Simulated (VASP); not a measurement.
# H6C2O in VASP: notebook, part 2 of 2

VASP 6.6.1. The steps go on from the part before.

## Step 4: Single point, PBE+D3(BJ)

File INCAR:

```
ALGO = Normal
EDIFF = 1E-6
ENCUT = 520
GGA = PE
ISIF = 2
ISMEAR = -1
IVDW = 12
LASPH = True
LCHARG = False
LREAL = Auto
LWAVE = False
NBANDS = 64
NELM = 60
PREC = Accurate
SIGMA = 0.05
```

File KPOINTS:

```
k-points
0
Gamma
  1 1 1
```

File POSCAR:

```
H6C2O
1.0
    7.2936330000      0.0000000000      0.0000000000
    0.0000000000      7.2936330000      0.0000000000
    0.0000000000      0.0000000000      7.2936330000
C O H
8 4 24
Direct
    0.9192675310      0.1685442632      0.3185792321
    0.7221366910      0.1046392107      0.3539525501
    0.7563994514      0.7110859568      0.6742318951
    0.7123473309      0.8613814268      0.8093223226
    0.2081267319      0.4018299248      0.6895054906
    0.1552998348      0.2079073625      0.7454858230
    0.4002532071      0.5386753076      0.1937991670
    0.2693856409      0.6746432128      0.1235324015
    0.6278901063      0.2237430921      0.4828046599
    0.8415284948      0.8466288337      0.9623736209
    0.2560315278      0.0762034503      0.6395989488
    0.0939175305      0.5914199412      0.0903390670
    0.5032608578      0.1663779902      0.5172730791
    0.6392424735      0.1035972059      0.2205211038
    0.7442518701     -0.0426673511      0.4083972967
    0.9773730046      0.0752162880      0.2247713862
    0.9265889852      0.3184832579      0.2702768291
    0.9825693177      0.1502817594      0.4552875090
    0.8175760969      0.9549150608      1.0351494242
    0.7174613804      1.0029432520      0.7521080372
    0.5686877856      0.8316705817      0.8545535538
    0.6649498268      0.6833768576      0.5570886278
    0.8817690717      0.7448277148      0.5951080895
    0.7836972329      0.5780384069      0.7398919030
    0.2155990026     -0.0369226146      0.6906160483
    0.1651851690      0.1759342703      0.8994831519
    0.0116951319      0.1917837105      0.7114561426
    0.1153883120      0.4940473424      0.7645024092
    0.3519645148      0.4457723606      0.7155418980
    0.1933604282      0.4113724943      0.5397858653
   -0.0062657389      0.6851729447      0.0627807843
    0.2256351533      0.7902646048      0.2199315485
    0.3415170464      0.7440050795      0.0133404025
    0.5291464487      0.6014012496      0.2356987252
    0.3588883619      0.4524631278      0.3051291448
    0.4321851675      0.4427011888      0.0816876857
```

Started as:

```sh
> cat potpaw_PBE.64/C/POTCAR potpaw_PBE.64/O/POTCAR potpaw_PBE.64/H/POTCAR > POTCAR
> mpirun -np 1 vasp_gam > vasp.out
```

It took 52 s on 1 thread of AMD EPYC 7R13 (Zen 3), shared host; peak memory 0.32 GiB.

Results (log left out):

```
Free energy                : -188.2992 eV
Pressure                   : -1.2 GPa
Largest force              : 3.352 eV/Å
Band gap on the k mesh     : 4.43 eV
Dispersion energy per atom : -0.036 eV
```

Forces on the atoms (eV/Å):
```
C   -1.597  2.173  1.510
C   -0.439 -0.634 -0.468
C    1.354 -0.156 -1.243
C   -0.775 -0.557 -0.063
C    0.304 -0.171  0.155
C    0.464  0.509  1.152
C    0.980 -0.863 -0.220
C   -2.193  1.866  1.716
O   -1.026 -1.265  0.254
O   -0.519  0.207 -0.574
O    0.537  0.573 -0.136
O   -0.801  0.160 -1.023
H    1.713  0.643 -0.489
H    0.455 -0.269  0.823
H   -0.852  1.201 -0.496
H    0.955 -0.741 -1.019
H    0.128 -1.449  0.366
H    0.442  0.320 -0.652
H    0.084  0.178  0.389
H    0.000 -0.485  0.024
H    0.390  0.446  0.331
H   -0.660  0.303  0.626
H    0.243 -0.036  0.412
H   -0.177  0.110  0.184
H    0.025 -1.240  0.051
H    0.268  0.495 -1.160
H   -0.781 -0.008 -0.021
H    0.143  0.137 -0.268
H   -0.311 -0.435  0.298
H   -0.375  0.179  0.098
H    1.351 -0.811  0.072
H    1.203 -0.589 -0.110
H   -0.344  0.222 -1.169
H    0.277  0.227 -0.038
H   -0.608 -0.234  0.766
H    0.142 -0.009 -0.080
```

Stress tensor (GPa, compression positive):
```
-1.47 -0.07  0.48
-0.07 -1.27  0.68
 0.48  0.68 -0.77
```

Levels at points of the mesh, in eV from the valence-band top:
```tsv
k point	band 37	band 38	band 39	band 40	band 41	band 42	band 43	band 44
(0.00, 0.00, 0.00)	-1.21	-0.85	-0.45	0.00	4.43	5.43	5.82	6.11
```

Caveat: the k points lie up to 0.86 Å⁻¹ apart.

## Step 5: Relaxation of the atoms, PBE+D3(BJ)

File INCAR:

```
  PREC = Accurate
  ENCUT = 520
  EDIFF = 1E-6
  ISMEAR = -1
  SIGMA = 0.05
  LREAL = Auto
  LASPH = True
  NELM = 80
  ALGO = Normal
  ISIF = 2
  LWAVE = False
  LCHARG = False
  GGA = PE
  IVDW = 12
  IBRION = 2
  NSW = 35
  EDIFFG = -0.3
```

File KPOINTS:

```
regular mesh
0
Gamma
  1 1 1
```

File POSCAR:

```
H6C2O
1.0
    7.2936330000      0.0000000000      0.0000000000
    0.0000000000      7.2936330000      0.0000000000
    0.0000000000      0.0000000000      7.2936330000
C O H
8 4 24
Direct
    1.0004678000      0.0809444000      0.3302420000
    0.8060183000      0.1306334000      0.2783605000
    0.7228923000      0.6632354000      0.6006771000
    0.6655367000      0.7044656000      0.7955660000
    0.1902529000      0.5599785000      0.6996982000
    0.1007630000      0.3775155000      0.7405649000
    0.4185816000      0.6348701000      0.1460487000
    0.2391799000      0.7346269000      0.1171535000
    0.7037095000      0.1439307000      0.4445727000
    0.8284424000      0.7442305000      0.8963174000
    0.2399407000      0.2407457000      0.7266379000
    0.0965501000      0.6013063000      0.1295125000
    0.5784538000      0.1758477000      0.4125149000
    0.8041115000      0.2613249000      0.2033131000
    0.7479573000      0.0252086000      0.1876382000
    1.0863710000      0.0686289000      0.2080140000
    1.0582504000      0.1863911000      0.4193944000
    1.0021629000     -0.0494451000      0.4037381000
    0.7928554000      0.7709164000      1.0218436000
    0.5706909000      0.8215723000      0.7980803000
    0.5932543000      0.5860874000      0.8545393000
    0.6034023000      0.6314655000      0.5159213000
    0.7936238000      0.7813863000      0.5419967000
    0.8161604000      0.5461807000      0.5983887000
    0.1836063000      0.1229243000      0.7527131000
    0.0403931000      0.3790914000      0.8786554000
   -0.0106262000      0.3512213000      0.6424984000
    0.0900752000      0.6711656000      0.7082188000
    0.3000598000      0.5863414000      0.7979499000
    0.2491011000      0.5585044000      0.5620730000
   -0.0193519000      0.6642574000      0.1110936000
    0.2219653000      0.8418007000      0.2217166000
    0.2384023000      0.8020261000     -0.0176528000
    0.5340198000      0.7301707000      0.1381401000
    0.4195156000      0.5690088000      0.2804637000
    0.4359332000      0.5292813000      0.0413783000
```

Started as:

```sh
> cat potpaw_PBE.64/C/POTCAR potpaw_PBE.64/O/POTCAR potpaw_PBE.64/H/POTCAR > POTCAR
> mpirun -np 1 vasp_gam > vasp.out
```

Wall time 7.8 min (1 thread of AMD EPYC 7R13 (Zen 3), shared host); peak memory 0.38 GiB.

Results (log left out):

| Quantity | Value |
| --- | --- |
| Free energy | -188.7542 eV |
| Energy gained by relaxing | 11.6 meV/atom |
| Ionic steps | 16 |
| Pressure after relaxing | 0.3 GPa |
| Largest force after relaxing | 0.280 eV/Å |
| Band gap on the k mesh | 4.60 eV |
| Dispersion energy per atom | -0.037 eV |

Forces on the atoms (eV/Å):
```
C    0.102 -0.056  0.078
C   -0.116  0.001 -0.125
C    0.026  0.027 -0.029
C   -0.151  0.078  0.099
C    0.003 -0.034 -0.038
C   -0.044 -0.112  0.029
C    0.057 -0.074  0.088
C   -0.034  0.102 -0.153
O    0.076  0.027  0.004
O   -0.140 -0.052 -0.063
O   -0.032  0.057  0.003
O   -0.186  0.107 -0.035
H    0.074  0.019 -0.061
H   -0.094  0.057  0.128
H   -0.019  0.036  0.132
H   -0.047 -0.001 -0.126
H   -0.094  0.098  0.005
H   -0.076  0.009 -0.053
H    0.246  0.058 -0.120
H    0.002 -0.123 -0.039
H   -0.028  0.056  0.053
H   -0.073  0.080  0.014
H    0.105  0.117 -0.006
H    0.211 -0.108 -0.033
H    0.018  0.010 -0.006
H    0.007 -0.063  0.004
H    0.093  0.054  0.104
H   -0.074  0.017 -0.009
H    0.109 -0.037 -0.034
H    0.006 -0.070 -0.115
H    0.082  0.014 -0.008
H   -0.040 -0.089  0.028
H    0.014 -0.020  0.032
H   -0.080 -0.119  0.049
H    0.087 -0.096  0.160
H    0.011  0.030  0.044
```

Stress tensor (GPa, compression positive):
```
 0.54 -0.40 -0.36
-0.40  0.00  0.09
-0.36  0.09  0.24
```

Step by step:
```
step  energy change (eV)  largest force (eV/Å)  pressure (GPa)
   1              0.0000                0.8308            1.50
   2              0.0125                1.2183            0.97
   3             -0.0385                0.6154            1.23
   4             -0.0819                0.7508            0.44
   5             -0.0819                0.7678            0.43
   6             -0.1131                0.5783            0.36
   7             -0.1616                0.5978            0.10
   8             -0.2067                0.3953            0.18
   9             -0.2372                0.6116            0.32
  10             -0.2686                0.4994            0.43
  11             -0.2973                1.0390            0.65
  12             -0.3354                0.6634            0.75
  13             -0.3618                0.5886            0.93
  14             -0.3936                0.3009            0.65
  15             -0.3990                0.3392            0.47
  16             -0.4173                0.2795            0.26
```

Final structure:
```xyz
36
Lattice="7.2936 0.0000 0.0000 0.0000 7.2936 0.0000 0.0000 0.0000 7.2936" Properties=species:S:1:pos:R:3 pbc="T T T"
C     7.2743    0.6194    2.3975
C     5.8494    0.9734    2.0440
C     5.2894    4.8689    4.3296
C     4.8684    5.1504    5.7457
C     1.4072    4.0567    5.0464
C     0.7649    2.7347    5.3900
C     3.0770    4.5989    1.1484
C     1.7708    5.3269    0.9654
O     5.0858    1.0613    3.2573
O     5.9827    5.5155    6.6220
O     1.7715    1.6948    5.3056
O     0.6908    4.4159    1.1979
H     4.1695    1.3304    3.0717
H     5.8374    1.9192    1.4721
H     5.4211    0.1994    1.3660
H     0.5894    0.5585    1.4905
H     0.4496    1.3736    3.0391
H     0.0458    6.9462    2.9172
H     5.5498    5.8973    0.1178
H     4.1455    5.9858    5.7708
H     4.3874    4.2466    6.1446
H     4.3899    4.6481    3.7447
H     5.7913    5.7179    3.8620
H     5.9104    3.9777    4.2670
H     1.3285    0.8524    5.5009
H     0.3586    2.7845    6.4150
H     7.2243    2.4991    4.7014
H     0.6837    4.8687    5.1516
H     2.2288    4.2594    5.7374
H     1.7883    4.0659    4.0214
H     7.2656    4.6291    0.5649
H     1.7320    6.1736    1.6711
H     1.6957    5.7548    7.2436
H     3.9205    5.3044    1.0956
H     3.0798    4.1380    2.1398
H     3.2074    3.8000    0.4069
```

Levels at points of the mesh, in eV from the valence-band top:
```csv
k point,band 37,band 38,band 39,band 40,band 41,band 42,band 43,band 44
"(0.00, 0.00, 0.00)",-0.66,-0.35,-0.23,0.00,4.60,5.61,5.94,6.30
```

Caveat: the k points lie up to 0.86 Å⁻¹ apart; the relaxation stopped at a loose force limit of 0.3 eV/Å, so its end isn't a converged minimum.
